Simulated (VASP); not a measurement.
PbSe:

```
Pb Se
1.0
     0.07722    3.08870    3.08870
     3.08870    0.07722    3.08870
     3.16592    3.16592    0.00000
Pb Se
1 1
Cartesian
  0.0000 0.0000 0.0000
  3.1659 3.1659 3.0887
```

This cell differs from its parent crystal: shear xy strain +5.0%.

Base run:

| Property | Result |
| --- | --- |
| Program | VASP 6.6.1 |
| Functional | PBE |
| Potentials or basis | VASP PAW PBE potentials, release 64 (Pb_d, Se) |
| Cutoff | 500 eV |
| k mesh | 8 × 8 × 8 |
| Occupations | fermi-dirac, width 0.02 eV |
| Spin | no spin polarisation |

Its results: band gap on the k mesh 0.15 eV, indirect (least direct gap 0.35 eV); pressure 0.9 GPa.

**Question.** The run is repeated on the same cell with these changes: functional from PBE to r2SCAN; cutoff from 500 eV to 550 eV. What comes out?

**Answer.** Band gap on the k mesh 0.42 eV, indirect (least direct gap 0.63 eV); pressure 0.0 GPa.

r2SCAN gives the wider gap, since meta-GGAs in the generalised Kohn-Sham scheme recover part of the derivative discontinuity.

Caveats: spin-orbit coupling is left out, which moves the levels of the heavy elements; the PAW data sets were made with another functional, which shifts forces and pressure a little (some runs).

A k mesh can miss the band edges.
